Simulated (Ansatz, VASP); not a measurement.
# One calculation of InSe, two programs

```
In Se
1.0
     5.86790   -2.05500    0.00000
     5.86790    2.05500    0.00000
    -1.59941    0.00000    4.32365
In Se
2 2
Direct
  0.88400 0.88400 0.00500
  0.11600 0.11600 0.99500
  0.66000 0.66000 0.64200
  0.34000 0.34000 0.35800
```

Alike in both runs: task single point; functional LDA; k mesh 6 × 6 × 4; occupations fermi-dirac, width 0.01 eV; no spin polarisation.

```csv
,VASP,Ansatz
version,VASP 6.6.1,Ansatz 0.2.0
potentials or method,"VASP PAW LDA potentials, release 64 (In_d, Se), cutoff 520 eV","plane waves, PAW"
valence electrons in the cell,38,58
```

```tsv
	VASP	Ansatz	Ansatz less VASP
gap on the k mesh at the Fermi level (eV)	1.04	1.03	-0.015
```

LDA's correlation is that of Perdew and Zunger in VASP and of Perdew and Wang (1992) in Ansatz. VASP's potentials hold 38 valence electrons a cell and Ansatz's 58, so a difference there can come from the potentials and not from the codes.
